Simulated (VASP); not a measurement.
# Hf9Si7O32 (a cell with a defect) in VASP: single point with PBE

Aim: the single point of Hf9Si7O32 (a cell with a defect) with PBE.

Program: VASP 6.6.1. These are calculated values, not measurements. Logs are shortened: lines on timing, memory, paths and dates and some standing lists are left out, and cuts for length are marked.

## (1) The cell of the first run

The cell holds a defect, 48 atoms: a = 8.963 Å, b = 8.963 Å, c = 8.963 Å, α = 95.71°, β = 116.76°, γ = 116.76°.

## (2) Single point, PBE

The input, INCAR:

```
ALGO     = Normal         # electronic algorithm
EDIFF    = 1E-6           # SCF threshold, eV
ENCUT    = 520            # plane-wave cutoff, eV
GGA      = PE             # functional
ISIF     = 2              # what is computed and relaxed
ISMEAR   = 0              # smearing method
LASPH    = True           # aspherical terms in the spheres
LCHARG   = False          # write CHGCAR
LREAL    = Auto         
LWAVE    = False          # write WAVECAR
NBANDS   = 185            # bands
NELM     = 80             # most SCF steps
PREC     = Accurate       # precision mode
SIGMA    = 0.01           # smearing width, eV
```

The input, KPOINTS:

```
Automatic mesh
0
Gamma
  2 2 2
  0.5 0.5 0.5
```

The input, POSCAR:

```
Hf9Si7O32
1.0
    0.0000000000     -6.6454903868     -6.0144475090
    6.6454903868      0.0000000000      6.0144475090
   -6.6454903868      0.0000000000      6.0144475090
Hf Si O
9 7 32
Direct
    0.0000000000      0.1250000000      0.6250000000
    0.5000000000      0.8828688320      0.8828688320
    0.0000000000      0.6250000000      0.1250000000
    0.5000000000      0.3671311680      0.3671311680
   -0.0057475033      0.5048657857      0.5048657857
    0.5000000000      0.2393867110      0.7451342143
    0.0057475033      0.0106132890      0.0106132890
    0.5000000000      0.7451342143      0.2393867110
    0.5000000000      0.6250000000      0.6250000000
    0.0000000000      0.3750000000      0.8750000000
    0.5000000000      0.1250000000      0.1250000000
    0.0000000000      0.8750000000      0.3750000000
    0.0057238379      0.2580617258      0.2580617258
    0.5000000000     -0.0080617258      0.4976621121
   -0.0057238379      0.7523378879      0.7523378879
    0.5000000000      0.4976621121     -0.0080617258
    0.1877231636      0.2558761946      0.2558761946
    0.6846490446     -0.0077960944      0.5038176938
    0.1817377193      0.7608087772      0.7608087772
    0.6846490446      0.5038176938     -0.0077960944
    0.5000000000      0.6152098710      0.4124099750
   -0.0094400567      0.3724644550      0.6887803738
    0.5000000000      0.1286065417      0.9439117876
    1.0094400567      0.8819045117      0.1982204305
    0.3153509554      0.3191686491      0.8075548609
    0.8182622807      0.0790710578      0.0790710578
    0.3153509554      0.8075548609      0.3191686491
    0.8122768364      0.5681530310      0.5681530310
    0.5000000000      0.4124099750      0.6152098710
    0.0094400567      0.1982204305      0.8819045117
    0.5000000000      0.9439117876      0.1286065417
   -0.0094400567      0.6887803738      0.3724644550
    0.2972001040      0.6347901290      0.6347901290
    0.8163159188      0.3680954883      0.8775355450
    0.3153052459      0.1213934583      0.1213934583
    0.8163159188      0.8775355450      0.3680954883
    0.5000000000      0.6818469690      0.9941238054
    0.0116137882      0.4424451391      0.2577960944
    0.5000000000      0.1709289422      0.4891912228
   -0.0116137882      0.9308313509      0.7461823062
    0.7027998960      0.8375900250      0.8375900250
    0.1836840812      0.5612196262      0.0517795695
    0.6846947541      0.3060882124      0.3060882124
    0.1836840812      0.0517795695      0.5612196262
    0.0116137882      0.2577960944      0.4424451391
    0.5000000000      0.9941238054      0.6818469690
   -0.0116137882      0.7461823062      0.9308313509
    0.5000000000      0.4891912228      0.1709289422
```

Potentials or basis: VASP PAW PBE potentials, release 64 (Hf_pv, Si, O).

Run with:

```sh
$ cat potpaw_PBE.64/Hf_pv/POTCAR potpaw_PBE.64/Si/POTCAR potpaw_PBE.64/O/POTCAR > POTCAR
$ mpirun -np 1 vasp_std > vasp.out
```

OUTCAR:

```text
EDIFF = 1E-6
   ENCUT = 520
   GGA = PE
   ISIF = 2
   ISMEAR = 0
   LASPH = True
   LREAL = Auto
   NELM = 80
   PREC = Accurate

 ion  position               nearest neighbor table
   1  0.000  0.125  0.625-  45 2.13  40 2.13  25 2.13  18 2.13  36 2.28  22 2.28  44 2.28  30 2.28
                            10 3.01  12 3.01   6 3.69   7 3.69   5 3.69   8 3.69
   2  0.500  0.883  0.883-  37 2.14  46 2.14  26 2.16  19 2.16  23 2.22  31 2.22  33 2.22  41 2.22
                            11 2.91   9 3.10   6 3.54   8 3.54   7 3.68   5 3.68
   3  0.000  0.625  0.125-  38 2.13  47 2.13  27 2.13  20 2.13  34 2.28  24 2.28  42 2.28  32 2.28
                            10 3.01  12 3.01   7 3.69   8 3.69   5 3.69   6 3.69
   4  0.500  0.367  0.367-  17 2.14  28 2.14  39 2.16  48 2.16  43 2.22  35 2.22  21 2.22  29 2.22
                            11 2.91   9 3.10   5 3.54   7 3.54   6 3.68   8 3.68
   5  0.994  0.505  0.505-  33 2.03  43 2.12  22 2.13  32 2.13  28 2.22  19 2.31  38 2.32  45 2.32
                            15 2.98  13 3.04   4 3.54   2 3.68   3 3.69   1 3.69   9 3.72
   6  0.500  0.239  0.745-  29 2.03  23 2.12  34 2.13  44 2.13  46 2.22  39 2.31  25 2.32  20 2.32
                            14 2.98  16 3.04   2 3.54   4 3.68   3 3.69   1 3.69   9 3.72
   7  0.006  0.011  0.011-  41 2.03  35 2.12  24 2.13  30 2.13  17 2.22  26 2.31  47 2.32  40 2.32
                            13 2.98  15 3.04   4 3.54   2 3.68   1 3.69   3 3.69   9 3.72
   8  0.500  0.745  0.239-  21 2.03  31 2.12  36 2.13  42 2.13  37 2.22  48 2.31  27 2.32  18 2.32
                            16 2.98  14 3.04   2 3.54   4 3.68   1 3.69   3 3.69   9 3.72
   9  0.500  0.625  0.625-  21 1.90  29 1.90  41 1.90  33 1.90   2 3.10   4 3.10   6 3.72   8 3.72
[... 38 lines left out ...]
  47  0.988  0.746  0.931-  15 1.63   3 2.13   7 2.32
  48  0.500  0.489  0.171-  16 1.61   4 2.16   8 2.31

  LATTYP: Found a body centered tetragonal cell.
 ALAT       =     9.3981426336
 C/A-ratio  =     1.2799225854

  Lattice vectors:

 A1 = (  -6.6454903868,   0.0000000000,  -6.0144475090)
 A2 = (   6.6454903868,   0.0000000000,  -6.0144475090)
 A3 = (   0.0000000000,  -6.6454903868,   6.0144475090)

Analysis of symmetry for initial positions (statically):
=====================================================================
 Subroutine PRICEL returns:
 Original cell was already a primitive cell.

 Routine SETGRP: Setting up the symmetry group for a
 body centered tetragonal supercell.

 Subroutine GETGRP returns: Found  8 space group operations
 (whereof  2 operations were pure point group operations)
 out of a pool of 16 trial point group operations.

The static configuration has the point symmetry C_1h.
 The point group associated with its full space group is D_2d.

Analysis of symmetry for dynamics (positions and initial velocities):
=====================================================================
 Subroutine PRICEL returns:
 Original cell was already a primitive cell.

 Routine SETGRP: Setting up the symmetry group for a
 body centered tetragonal supercell.

 Subroutine GETGRP returns: Found  8 space group operations
 (whereof  2 operations were pure point group operations)
 out of a pool of 16 trial point group operations.

The dynamic configuration has the point symmetry C_1h.
 The point group associated with its full space group is D_2d.

 Subroutine INISYM returns: Found  8 space group operations
 (whereof  2 operations are pure point group operations),
 and found     1 'primitive' translations

----------------------------------------------------------------------------------------

                                     Primitive cell

  volume of cell :     531.2266

  direct lattice vectors                    reciprocal lattice vectors
     0.000000000 -6.645490387 -6.014447509     0.000000000 -0.150477985  0.000000000
     6.645490387  0.000000000  6.014447509     0.075238992 -0.075238992  0.083133155
    -6.645490387  0.000000000  6.014447509    -0.075238992 -0.075238992  0.083133155

  length of vectors
     8.963041968  8.963041968  8.963041968     0.150477985  0.135029380  0.135029380

  position of ions in fractional coordinates (direct lattice)
     0.000000000  0.125000000  0.625000000
     0.500000000  0.882868832  0.882868832
     0.000000000  0.625000000  0.125000000
     0.500000000  0.367131168  0.367131168
     0.994252497  0.504865786  0.504865786
     0.500000000  0.239386711  0.745134214
[... 40 lines left out ...]
     0.988386212  0.746182306  0.930831351
     0.500000000  0.489191223  0.170928942

  ion indices of the primitive-cell ions
   primitive index   ion index
                 1           1
                 2           2
                 3           3
                 4           4
                 5           5
                 6           6
[... 40 lines left out ...]
                47          47
                48          48

----------------------------------------------------------------------------------------

 KPOINTS: Automatic mesh

Automatic generation of k-mesh.
 Grid dimensions read from file:
 generate k-points for:    2    2    2

 Generating k-lattice:

  Cartesian coordinates                     Fractional coordinates (reciprocal lattice)
     0.000000000 -0.075238992  0.000000000     0.500000000  0.000000000  0.000000000
     0.037619496 -0.037619496  0.041566578     0.000000000  0.500000000  0.000000000
    -0.037619496 -0.037619496  0.041566578     0.000000000  0.000000000  0.500000000

  Length of vectors
     0.075238992  0.067514690  0.067514690

  Shift w.r.t. Gamma in fractional coordinates (k-lattice)
     0.500000000  0.500000000  0.500000000

 Subroutine IBZKPT returns following result:
 ===========================================

 Found      3 irreducible k-points:

 Following reciprocal coordinates:
            Coordinates               Weight
  0.250000  0.250000  0.250000      2.000000
 -0.250000  0.250000  0.250000      2.000000
  0.250000 -0.250000  0.250000      4.000000
   k-points           NKPTS =      3   k-points in BZ     NKDIM =      3   number of bands    NBANDS=    185
   number of dos      NEDOS =    301   number of ions     NIONS =     48
   total plane-waves  NPLWV = 343000
   dimension x,y,z NGX =    70 NGY =   70 NGZ =   70
   dimension x,y,z NGXF=   140 NGYF=  140 NGZF=  140
   ions per type =               9   7  32
   NGX,Y,Z   is equivalent  to a cutoff of  12.98, 12.98, 12.98 a.u.
   NGXF,Y,Z  is equivalent  to a cutoff of  25.97, 25.97, 25.97 a.u.
 SYSTEM =  unknown system
   PREC   = accura    normal or accurate (medium, high low for compatibility)
   ISTART =      0    job   : 0-new  1-cont  2-samecut
   ICHARG =      2    charge: 1-file 2-atom 10-const
   ISPIN  =      1    spin polarized calculation?
   LNONCOLLINEAR =      F non collinear calculations
   LSORBIT =      F    spin-orbit coupling
   LASPH  =      T    aspherical Exc in radial PAW
   ENCUT  =  520.0 eV  38.22 Ry    6.18 a.u.  16.67 16.67 16.67*2*pi/ulx,y,z
   NELM   =     80;   NELMIN=  2; NELMDL= -5     # of ELM steps
   EDIFF  = 0.1E-05   stopping-criterion for ELM
   LREAL  =      T    real-space projection
   EDIFFG = 0.1E-04   stopping-criterion for IOM
   NSW    =      0    number of steps for IOM
   IBRION =     -1    ionic relax: 0-MD 1-quasi-New 2-CG
   NFREE  =      0    steps in history (QN), initial steepest desc. (CG)
   ISIF   =      2    stress and relaxation
   ISYM   =      2    0-nonsym 1-usesym 2-fastsym
   POTIM  = 0.5000    time-step for ionic-motion
   TEBEG  =    0.0;   TEEND  =   0.0 temperature during run
   PSTRESS=    0.0 pullay stress
   NELECT =     310.0000    total number of electrons
   NUPDOWN=      -1.0000    fix difference up-down
   EMIN   =  10.00;   EMAX   =-10.00  energy-range for DOS
   EFERMI =   0.00;   METHOD = LEGACY
   ISMEAR =     0;   SIGMA  =   0.01  broadening in eV -4-tet -1-fermi 0-gaus
   EFERMI_NEDOS =   21; number of points for ismear=-14 and -15
   IALGO  =     38    algorithm
   IMIX   =      4    mixing-type and parameters
     AMIX     =   0.40;   BMIX     =  1.00
     AMIX_MAG =   1.60;   BMIX_MAG =  1.00
  volume/ion in A,a.u.               =      11.07        74.69
  Fermi-wavevector in a.u.,A,eV,Ry     =   1.368050  2.585241 25.464149  1.871562
  Thomas-Fermi vector in A             =   2.494049
   LORBIT       =      0    0 simple, 1 ext, 2 COOP (PROOUT), +10 PAW based schemes
   GGA     = PE    functional components
   LHFCALC =     F    Hartree Fock is set to
   AEXX    =    0.0000 exact exchange contribution
   IVDW    =     0    specifies the selected vdW correction
   LEPSILON=     F    determine dielectric tensor
   LRPA    =     F    only Hartree local field effects (RPA)
 non-spin polarized calculation
 Gauss-broadening in eV      SIGMA  =   0.01
  energy-cutoff  :      520.00
  volume of cell :      531.23
 maximum number of plane-waves:     14292
 NGX is ok and might be reduce to    70
   NGX = 33   NGY = 33   NGZ = 33

 number of electron     309.9999989 magnetization

 Free energy of the ion-electron system (eV)
  ---------------------------------------------------
  ext. energy  EPLUGINS =         0.00000000
  ---------------------------------------------------
  free energy    TOTEN  =      -438.73234845 eV

  energy without entropy =     -438.73234845  energy(sigma->0) =     -438.73234845

 E-fermi :   3.1545     XC(G=0): -11.0096

 val. band max:        3.0252551845   @ k =  -0.2500   0.2500   0.2500
 cond. band min:       8.2267882996   @ k =  -0.2500   0.2500   0.2500
 fundamental gap:      5.2015331151
 Fermi energy:         3.1544650018

 k-point     1 :       0.2500    0.2500    0.2500
  band No.  band energies     occupation
      1     -26.4848      2.00000
      2     -26.3728      2.00000
      3     -26.3728      2.00000
      4     -26.3603      2.00000
      5     -26.3246      2.00000
      6     -26.3163      2.00000
[... 499 lines left out ...]
    166       9.1090      0.00000
    167       9.1643      0.00000
 [bands above 167 left out]

------------------------ aborting loop because EDIFF is reached ----------------------------------------

  FORCE on cell =-STRESS in cart. coord.  units (eV):
  Direction    XX          YY          ZZ          XY          YZ          ZX
  --------------------------------------------------------------------------------------
  -------------------------------------------------------------------------------------
  Total        9.3950184      9.3950184     25.9851001      0.0000000      0.0000000      0.0000000
  in kB       28.3353390     28.3353390     78.3709614      0.0000000      0.0000000      0.0000000
  external PRESSURE =      45.0138798 kB  Pullay stress =       0.0000000 kB

 VOLUME and BASIS-vectors are now :
 -----------------------------------------------------------------------------
  energy-cutoff  :      520.00
  volume of cell :      531.23
      direct lattice vectors                 reciprocal lattice vectors
     0.000000000 -6.645490387 -6.014447509     0.000000000 -0.150477985  0.000000000
     6.645490387  0.000000000  6.014447509     0.075238992 -0.075238992  0.083133155
    -6.645490387  0.000000000  6.014447509    -0.075238992 -0.075238992  0.083133155

 POSITION                                       TOTAL-FORCE (eV/Angst)
 -----------------------------------------------------------------------------------
     -3.32275      0.00000      4.51084        -0.000000     -0.000000      0.000000
      0.00000     -3.32275      7.61271        -0.000000     -0.000000     -0.003937
      3.32275      0.00000      4.51084        -0.000000     -0.000000     -0.000000
      0.00000     -3.32275      1.40896        -0.000000     -0.000000      0.003937
      0.00000     -6.60730      0.09310        -0.000000     -0.015104      0.017338
     -3.36094     -3.32275      2.91413         0.015104     -0.000000     -0.017338
[... 40 lines left out ...]
     -1.22708     -6.56831      4.14171        -0.137257     -0.005112      0.121361
      2.11501     -3.32275      0.96303        -0.141821     -0.000000      0.130281
 -----------------------------------------------------------------------------------
    total drift:                                0.000000      0.000003     -0.000001

  FREE ENERGIE OF THE ION-ELECTRON SYSTEM (eV)
  ---------------------------------------------------
  free  energy   TOTEN  =      -438.7323484515 eV

  energy  without entropy=     -438.7323484515  energy(sigma->0) =     -438.73234845
```

Wall time 15 min (1 thread of Intel Xeon 8259CL, shared host); peak memory 0.8 GiB.

Results:

```
Free energy            : -438.7323 eV
Pressure               : 4.5 GPa
Largest force          : 0.193 eV/Å
Band gap on the k mesh : 5.20 eV
```

Forces in eV/Å, atoms in the order of the input:
```
Hf   0.000  0.000  0.000
Hf   0.000  0.000 -0.004
Hf   0.000  0.000  0.000
Hf   0.000  0.000  0.004
Hf   0.000 -0.015  0.017
Hf   0.015  0.000 -0.017
Hf   0.000  0.015  0.017
Hf  -0.015  0.000 -0.017
Hf   0.000  0.000  0.000
Si   0.000  0.000  0.000
Si   0.000  0.000  0.000
Si   0.000  0.000  0.000
Si   0.000 -0.007  0.006
Si  -0.007  0.000 -0.006
Si   0.000  0.007  0.006
Si   0.007  0.000 -0.006
O    0.000 -0.106 -0.147
O    0.005 -0.137 -0.121
O    0.000 -0.142 -0.130
O   -0.005 -0.137 -0.121
O    0.016  0.000 -0.030
O    0.136  0.000 -0.128
O    0.122  0.000 -0.147
O    0.136  0.000 -0.128
O   -0.005  0.137 -0.121
O    0.000  0.142 -0.130
O    0.005  0.137 -0.121
O    0.000  0.106 -0.147
O   -0.016  0.000 -0.030
O   -0.136  0.000 -0.128
O   -0.122  0.000 -0.147
O   -0.136  0.000 -0.128
O    0.000  0.016  0.030
O    0.000  0.136  0.128
O    0.000  0.122  0.147
O    0.000  0.136  0.128
O    0.106  0.000  0.147
O    0.137  0.005  0.121
O    0.142  0.000  0.130
O    0.137 -0.005  0.121
O    0.000 -0.016  0.030
O    0.000 -0.136  0.128
O    0.000 -0.122  0.147
O    0.000 -0.136  0.128
O   -0.137  0.005  0.121
O   -0.106  0.000  0.147
O   -0.137 -0.005  0.121
O   -0.142  0.000  0.130
```

Caveat: spin-orbit coupling is left out, which moves the levels of the heavy elements.
